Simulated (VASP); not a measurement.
Input of a VASP 6.6.1 run:

INCAR

```
  PREC = Accurate
  ENCUT = 600
  EDIFF = 1E-7
  ISMEAR = -1
  SIGMA = 0.05
  LREAL = F
  LASPH = T
  NELM = 100
  ALGO = Normal
  ISIF = 3
  LWAVE = F
  LCHARG = F
  GGA = PE
  IBRION = 2
  NSW = 60
  EDIFFG = -0.005
  PSTRESS = 13.0
```

The input KPOINTS:

```
regular mesh
0
Gamma
  11 11 11
```

The input POSCAR:

```
K
1.0
   -3.7817780679      3.7817780679      2.0799779373
    3.7817780679     -3.7817780679      2.0799779373
    3.7817780679      3.7817780679     -2.0799779373
K
2
Direct
   -0.3750000000     -0.1250000000     -0.2500000000
    0.3750000000      0.1250000000      0.2500000000
```

Potentials or basis: VASP PAW PBE potentials, release 64 (K_sv).

Command:

```sh
$ cat potpaw_PBE.64/K_sv/POTCAR > POTCAR
$ mpirun -np 1 vasp_std > vasp.out
```

Task: What does it give for the relaxed volume?

Result: 59.18 Å³/atom.

Task: Estimate the space group after relaxing (to 0.1 Å).

Result: I4_1/amd (No. 141).

Final structure:
```cif
data_structure
_symmetry_space_group_name_H-M 'P 1'
_symmetry_Int_Tables_number 1
_cell_length_a 5.7345
_cell_length_b 5.7345
_cell_length_c 5.7345
_cell_angle_alpha 97.479
_cell_angle_beta 97.479
_cell_angle_gamma 137.703
_cell_volume 118.36
loop_
_atom_site_label
_atom_site_type_symbol
_atom_site_fract_x
_atom_site_fract_y
_atom_site_fract_z
_atom_site_occupancy
K1 K 0.62500 0.87500 0.75000 1
K2 K 0.37500 0.12500 0.25000 1
```

Caveat: the cell is relaxed towards a set pressure, so the run minimises the enthalpy, not the energy.
